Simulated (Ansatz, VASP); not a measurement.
B in VASP and in Ansatz

```
B
1.0
     1.61731    0.00000    0.00000
    -0.80866    1.40063    0.00000
     0.00000    0.00000    3.72631
B
1
Cartesian
  0.0000 0.0000 0.0000
```

Change from the starting cell: strain -0.050 along x and y, +0.025 along z, atoms carried along.

Alike in both runs: task single point; functional PBE; dispersion D3(BJ); k mesh 33 × 33 × 14; occupations gaussian, width 0.15 eV; no spin polarisation.

|  | VASP | Ansatz |
| --- | --- | --- |
| version | VASP 6.6.1 | Ansatz 0.2.0 |
| potentials or method | VASP PAW PBE potentials, release 64 (B), cutoff 500 eV | scalar-relativistic, plane waves, PAW |
| valence electrons in the cell | 3 | 3 |

Ansatz gave:

* gap on the k mesh at the Fermi level (eV): none
* pressure (GPa): 34.8
* traceless stress, the component that is largest in VASP (GPa): -37.92

**Question.** What did VASP give for the same quantities?

**Answer.** gap on the k mesh at the Fermi level (eV): none; pressure (GPa): 34.8; traceless stress, the component that is largest in VASP (GPa): -38.05.

A gap of «none» marks a metal or a gap that the smearing closes. Both programs put the cell under a high pressure, so it lies far from rest at this level.
